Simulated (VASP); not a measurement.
# BN (C2/m) in VASP: notebook

The runs below take BN through single point, with PBE+D3(BJ).

All numbers are computed with VASP 6.6.1; they aren't measurements. Logs are shortened: lines on timing, memory, paths and dates and some standing lists are left out, and cuts for length are marked.

### Step 1. The cell of the first run

The structure is monoclinic, space group C2/m (No. 12). The conventional cell has a = 4.341 Å, b = 2.506 Å, c = 13.253 Å, α = 90.00°, β = 93.13°, γ = 90.00°. Within 1.9 Å of B (site symmetry m) lie 3 N at 1.45 Å. Within 1.9 Å of B (site symmetry m) lie 3 N at 1.45 Å. N (site symmetry m) has 3 B at 1.45 Å within 1.9 Å. N (site symmetry m) has 3 B at 1.45 Å within 1.9 Å.

### Step 2. Single point, PBE+D3(BJ) (the part above a cut slid along it)

Contents of INCAR:

```
SYSTEM = BN
ALGO     = Normal         ! electronic algorithm
EDIFF    = 1E-7           ! SCF threshold, eV
ENCUT    = 520            ! plane-wave cutoff, eV
GGA      = PE             ! functional
ISIF     = 2              ! what is computed and relaxed
ISMEAR   = 0              ! smearing method
IVDW     = 12             ! dispersion correction
LASPH    = .TRUE.         ! aspherical terms in the spheres
LCHARG   = .FALSE.        ! write CHGCAR
LREAL    = .FALSE.        ! projectors in reciprocal space
LWAVE    = .FALSE.        ! write WAVECAR
NBANDS   = 26             ! bands
NELM     = 100            ! most SCF steps
PREC     = Accurate       ! precision mode
SIGMA    = 0.05           ! smearing width, eV
```

Contents of KPOINTS:

```
k-points
0
G
  10 10 2
  0 0 0
```

Contents of POSCAR:

```
BN
1.0
   -2.5064381127      0.0000000000      0.0000000000
   -1.2532190563     -2.1706390786      0.0000000000
   -0.6267348501     -0.3618455344     13.2336949040
B N
4 4
Direct
    0.1874708333      0.1874708333      0.8750000000
    0.2708208333      0.2708208333      0.3750000000
    0.6458291667      0.6458291667      0.1250000000
    0.5624791667      0.5624791667      0.6250000000
    0.3124958333      0.3124958333      0.1250000000
    0.2291458333      0.2291458333      0.6250000000
    0.5208041667      0.5208041667      0.8750000000
    0.6041541667      0.6041541667      0.3750000000
```

Potentials or basis: VASP PAW PBE potentials, release 64 (B, N).

On the command line:

```sh
$ cat potpaw_PBE.64/B/POTCAR potpaw_PBE.64/N/POTCAR > POTCAR
$ mpirun -np 1 vasp_std > vasp.out
```

OUTCAR:

```text
SYSTEM = BN
   EDIFF = 1E-7
   ENCUT = 520
   GGA = PE
   ISIF = 2
   ISMEAR = 0
   IVDW = 12
   LASPH = .TRUE.
   LREAL = .FALSE.
   NELM = 100
   PREC = Accurate
 IVDW          = 12

 ion  position               nearest neighbor table
   1  0.187  0.187  0.875-   7 1.45   7 1.45   7 1.45
   2  0.271  0.271  0.375-   8 1.45   8 1.45   8 1.45
   3  0.646  0.646  0.125-   5 1.45   5 1.45   5 1.45
   4  0.562  0.562  0.625-   6 1.45   6 1.45   6 1.45
   5  0.312  0.312  0.125-   3 1.45   3 1.45   3 1.45
   6  0.229  0.229  0.625-   4 1.45   4 1.45   4 1.45
   7  0.521  0.521  0.875-   1 1.45   1 1.45   1 1.45
   8  0.604  0.604  0.375-   2 1.45   2 1.45   2 1.45

  LATTYP: Found a base centered monoclinic cell.
 ALAT       =     4.3412781572
 B/A-ratio  =     0.5773502692
 C/A-ratio  =     3.0528953346
 COS(beta)  =    -0.0546039028

  Lattice vectors:

 A1 = (   2.5064381127,   0.0000000000,   0.0000000000)
 A2 = (   1.2532190563,   2.1706390786,   0.0000000000)
 A3 = (  -0.6267348501,  -0.3618455344,  13.2336949040)

Analysis of symmetry for initial positions (statically):
=====================================================================
 Subroutine PRICEL returns:
 Original cell was already a primitive cell.

 Routine SETGRP: Setting up the symmetry group for a
 base centered monoclinic supercell.

 Subroutine GETGRP returns: Found  4 space group operations
 (whereof  2 operations were pure point group operations)
 out of a pool of  4 trial point group operations.

The static configuration has the point symmetry C_1h.
 The point group associated with its full space group is C_2h.

Analysis of symmetry for dynamics (positions and initial velocities):
=====================================================================
 Subroutine PRICEL returns:
 Original cell was already a primitive cell.

 Routine SETGRP: Setting up the symmetry group for a
 base centered monoclinic supercell.

 Subroutine GETGRP returns: Found  4 space group operations
 (whereof  2 operations were pure point group operations)
 out of a pool of  4 trial point group operations.

The dynamic configuration has the point symmetry C_1h.
 The point group associated with its full space group is C_2h.

 Subroutine INISYM returns: Found  4 space group operations
 (whereof  2 operations are pure point group operations),
 and found     1 'primitive' translations

----------------------------------------------------------------------------------------

                                     Primitive cell

  volume of cell :      71.9989

  direct lattice vectors                    reciprocal lattice vectors
    -2.506438113  0.000000000  0.000000000    -0.398972548  0.230346908 -0.012596633
    -1.253219056 -2.170639079  0.000000000     0.000000000 -0.460693816 -0.012596633
    -0.626734850 -0.361845534 13.233694904     0.000000000  0.000000000  0.075564686

  length of vectors
     2.506438113  2.506438113 13.253467832     0.460865997  0.460865997  0.075564686

  position of ions in fractional coordinates (direct lattice)
     0.187470833  0.187470833  0.875000000
     0.270820833  0.270820833  0.375000000
     0.645829167  0.645829167  0.125000000
     0.562479167  0.562479167  0.625000000
     0.312495833  0.312495833  0.125000000
     0.229145833  0.229145833  0.625000000
     0.520804167  0.520804167  0.875000000
     0.604154167  0.604154167  0.375000000

  ion indices of the primitive-cell ions
   primitive index   ion index
                 1           1
                 2           2
                 3           3
                 4           4
                 5           5
                 6           6
                 7           7
                 8           8

----------------------------------------------------------------------------------------

 KPOINTS: k-points

Automatic generation of k-mesh.
 Grid dimensions read from file:
 generate k-points for:   10   10    2

 Generating k-lattice:

  Cartesian coordinates                     Fractional coordinates (reciprocal lattice)
    -0.039897255  0.023034691 -0.001259663     0.100000000  0.000000000  0.000000000
     0.000000000 -0.046069382 -0.001259663     0.000000000  0.100000000  0.000000000
     0.000000000  0.000000000  0.037782343     0.000000000  0.000000000  0.500000000

  Length of vectors
     0.046086600  0.046086600  0.037782343

  Shift w.r.t. Gamma in fractional coordinates (k-lattice)
     0.000000000  0.000000000  0.000000000

 Subroutine IBZKPT returns following result:
 ===========================================

 Found     62 irreducible k-points:

 Following reciprocal coordinates:
            Coordinates               Weight
  0.000000  0.000000  0.000000      1.000000
  0.100000  0.000000  0.000000      4.000000
  0.200000  0.000000  0.000000      4.000000
  0.300000  0.000000 -0.000000      4.000000
  0.400000  0.000000  0.000000      4.000000
  0.500000  0.000000 -0.000000      2.000000
[... 16 lines left out ...]
  0.300000  0.300000 -0.000000      2.000000
  0.400000  0.300000  0.000000      4.000000
 [... further k-points ...]
   k-points           NKPTS =     62   k-points in BZ     NKDIM =     62   number of bands    NBANDS=     26
   number of dos      NEDOS =    301   number of ions     NIONS =      8
   total plane-waves  NPLWV =  40000
   dimension x,y,z NGX =    20 NGY =   20 NGZ =  100
   dimension x,y,z NGXF=    40 NGYF=   40 NGZF=  200
   ions per type =               4   4
   NGX,Y,Z   is equivalent  to a cutoff of  13.27, 13.27, 12.54 a.u.
   NGXF,Y,Z  is equivalent  to a cutoff of  26.53, 26.53, 25.09 a.u.
 SYSTEM =  BN
   PREC   = accura    normal or accurate (medium, high low for compatibility)
   ISTART =      0    job   : 0-new  1-cont  2-samecut
   ICHARG =      2    charge: 1-file 2-atom 10-const
   ISPIN  =      1    spin polarized calculation?
   LNONCOLLINEAR =      F non collinear calculations
   LSORBIT =      F    spin-orbit coupling
   LASPH  =      T    aspherical Exc in radial PAW
   ENCUT  =  520.0 eV  38.22 Ry    6.18 a.u.   4.66  4.66 24.64*2*pi/ulx,y,z
   NELM   =    100;   NELMIN=  2; NELMDL= -5     # of ELM steps
   EDIFF  = 0.1E-06   stopping-criterion for ELM
   LREAL  =      F    real-space projection
   EDIFFG = 0.1E-05   stopping-criterion for IOM
   NSW    =      0    number of steps for IOM
   IBRION =     -1    ionic relax: 0-MD 1-quasi-New 2-CG
   NFREE  =      0    steps in history (QN), initial steepest desc. (CG)
   ISIF   =      2    stress and relaxation
   ISYM   =      2    0-nonsym 1-usesym 2-fastsym
   POTIM  = 0.5000    time-step for ionic-motion
   TEBEG  =    0.0;   TEEND  =   0.0 temperature during run
   PSTRESS=    0.0 pullay stress
   NELECT =      32.0000    total number of electrons
   NUPDOWN=      -1.0000    fix difference up-down
   EMIN   =  10.00;   EMAX   =-10.00  energy-range for DOS
   EFERMI =   0.00;   METHOD = LEGACY
   ISMEAR =     0;   SIGMA  =   0.05  broadening in eV -4-tet -1-fermi 0-gaus
   EFERMI_NEDOS =   21; number of points for ismear=-14 and -15
   IALGO  =     38    algorithm
   IMIX   =      4    mixing-type and parameters
     AMIX     =   0.40;   BMIX     =  1.00
     AMIX_MAG =   1.60;   BMIX_MAG =  1.00
  volume/ion in A,a.u.               =       9.00        60.73
  Fermi-wavevector in a.u.,A,eV,Ry     =   1.249347  2.360923 21.236882  1.560867
  Thomas-Fermi vector in A             =   2.383391
   LORBIT       =      0    0 simple, 1 ext, 2 COOP (PROOUT), +10 PAW based schemes
   GGA     = PE    functional components
   LHFCALC =     F    Hartree Fock is set to
   AEXX    =    0.0000 exact exchange contribution
   IVDW    =    12    specifies the selected vdW correction
   LEPSILON=     F    determine dielectric tensor
   LRPA    =     F    only Hartree local field effects (RPA)
 non-spin polarized calculation
 Gauss-broadening in eV      SIGMA  =   0.05
  energy-cutoff  :      520.00
  volume of cell :       72.00
 maximum number of plane-waves:      1966
   NGX =  9   NGY =  9   NGZ = 49

 number of electron      31.9999995 magnetization

 Free energy of the ion-electron system (eV)
  ---------------------------------------------------
  ext. energy  EPLUGINS =         0.00000000
  ---------------------------------------------------
  free energy    TOTEN  =       -70.28938580 eV

  energy without entropy =      -70.28938580  energy(sigma->0) =      -70.28938580

 E-fermi :   2.6761     XC(G=0): -10.0875

 val. band max:        2.4168437418   @ k =  -0.3000   0.3000   0.0000
 cond. band min:       6.4076909521   @ k =   0.5000   0.0000  -0.0000
 fundamental gap:      3.9908472103
 Fermi energy:         2.6761056458

 k-point     1 :       0.0000    0.0000    0.0000
  band No.  band energies     occupation
      1     -15.4945      2.00000
      2     -15.3481      2.00000
      3     -15.3480      2.00000
      4     -15.1918      2.00000
      5      -3.9234      2.00000
      6      -2.9676      2.00000
[... 18 lines left out ...]
     25      13.9023      0.00000
     26      13.9273      0.00000

 k-point     2 :       0.1000    0.0000    0.0000
  band No.  band energies     occupation
      1     -15.2994      2.00000
      2     -15.1600      2.00000
      3     -15.1522      2.00000
      4     -15.0034      2.00000
      5      -3.6552      2.00000
      6      -2.7390      2.00000
[... 18 lines left out ...]
     25      14.6461      0.00000
     26      14.7093      0.00000

 k-point     3 :       0.2000    0.0000    0.0000
  band No.  band energies     occupation
      1     -14.7296      2.00000
      2     -14.6034      2.00000
      3     -14.5889      2.00000
      4     -14.4547      2.00000
      5      -2.8654      2.00000
      6      -2.0643      2.00000
[... 572 lines left out ...]
 k-point    23 :       0.3000    0.3000   -0.0000
  band No.  band energies     occupation
      1     -13.8471      2.00000
      2     -13.7529      2.00000
      3     -13.7138      2.00000
      4     -13.6142      2.00000
      5      -3.9231      2.00000
      6      -3.8909      2.00000
[... 18 lines left out ...]
     25      13.6932      0.00000
     26      14.1809      0.00000

 k-point    24 :       0.4000    0.3000    0.0000
  band No.  band energies     occupation
      1     -13.2200      2.00000
      2     -13.1440      2.00000
      3     -13.1029      2.00000
      4     -13.0233      2.00000
      5      -4.8962      2.00000
      6      -4.8633      2.00000
[... 18 lines left out ...]
     25      14.4108      0.00000
     26      14.7027      0.00000

 [... further k-points ...]

------------------------ aborting loop because EDIFF is reached ----------------------------------------

 Edisp (eV)   -1.13193

 E8    (eV) :    -0.3317

  FORCE on cell =-STRESS in cart. coord.  units (eV):
  Direction    XX          YY          ZZ          XY          YZ          ZX
  --------------------------------------------------------------------------------------
  -------------------------------------------------------------------------------------
  Total       0.04710     0.01113     0.07879     0.03115     0.05701     0.09874
  in kB       1.04805     0.24767     1.75325     0.69315     1.26861     2.19730
  external pressure =        1.02 kB  Pullay stress =        0.00 kB

 VOLUME and BASIS-vectors are now :
 -----------------------------------------------------------------------------
  energy-cutoff  :      520.00
  volume of cell :       72.00
      direct lattice vectors                 reciprocal lattice vectors
    -2.506438113  0.000000000  0.000000000    -0.398972548  0.230346908 -0.012596633
    -1.253219056 -2.170639079  0.000000000     0.000000000 -0.460693816 -0.012596633
    -0.626734850 -0.361845534 13.233694904     0.000000000  0.000000000  0.075564686

 POSITION                                       TOTAL-FORCE (eV/Angst)
 -----------------------------------------------------------------------------------
     -1.25322     -0.72355     11.57948         0.003833      0.002213     -0.027846
     -1.25322     -0.72355      4.96264         0.000077      0.000045      0.000291
     -2.50644     -1.44709      1.65421        -0.003833     -0.002213      0.027846
     -2.50644     -1.44709      8.27106        -0.000077     -0.000045     -0.000291
     -1.25322     -0.72355      1.65421         0.033707      0.019461      0.015142
     -1.25322     -0.72355      8.27106         0.000069      0.000040     -0.000214
     -2.50644     -1.44709     11.57948        -0.033707     -0.019461     -0.015142
     -2.50644     -1.44709      4.96264        -0.000069     -0.000040      0.000214
 -----------------------------------------------------------------------------------
    total drift:                               -0.000008     -0.000004     -0.000005

  FREE ENERGIE OF THE ION-ELECTRON SYSTEM (eV)
  ---------------------------------------------------
  free  energy   TOTEN  =       -71.4213145078 eV

  energy  without entropy=      -71.4213145078  energy(sigma->0) =      -71.42131451
```

Run time: 3.4 min. Hardware: 1 thread of Intel Xeon 8259CL, shared host; peak memory 0.24 GiB.

What came out:

```yaml
Free_energy: -71.4213 eV
Pressure: 0.1 GPa
Largest_force: 0.042 eV/Å
Band_gap_on_the_k_mesh: 3.99 eV (least direct gap 4.44 eV)
Dispersion_energy_per_atom: -0.141 eV
```

Forces in eV/Å, atoms in the order of the input:
```
B    0.004  0.002 -0.028
B    0.000  0.000  0.000
B   -0.004 -0.002  0.028
B    0.000  0.000  0.000
N    0.034  0.019  0.015
N    0.000  0.000  0.000
N   -0.034 -0.019 -0.015
N    0.000  0.000  0.000
```

Stress tensor (GPa, compression positive):
```
0.10 0.07 0.22
0.07 0.02 0.13
0.22 0.13 0.18
```

Levels at points of the mesh, in eV from the valence-band top:
| k point | band 14 | band 15 | band 16 | band 17 | band 18 | band 19 |
| --- | --- | --- | --- | --- | --- | --- |
| (0.00, 0.00, 0.00) | -1.44 | -1.42 | -1.42 | 5.15 | 7.52 | 7.54 |
| (0.50, 0.00, 0.00) | -1.07 | -1.01 | -0.49 | 3.99 | 4.55 | 4.70 |
| (0.50, 0.50, 0.00) | -1.23 | -0.86 | -0.66 | 4.23 | 4.29 | 5.08 |
| (0.00, 0.00, 0.50) | -1.44 | -1.42 | -1.42 | 5.85 | 5.87 | 9.30 |
| (0.50, 0.00, 0.50) | -1.41 | -0.69 | -0.61 | 4.03 | 4.26 | 5.19 |
| (0.50, 0.50, 0.50) | -1.21 | -0.93 | -0.61 | 4.07 | 4.66 | 4.76 |

Caveat: the cell differs from its parent crystal (the part above a cut slid along it).

(Continued in part 2 of 3.)
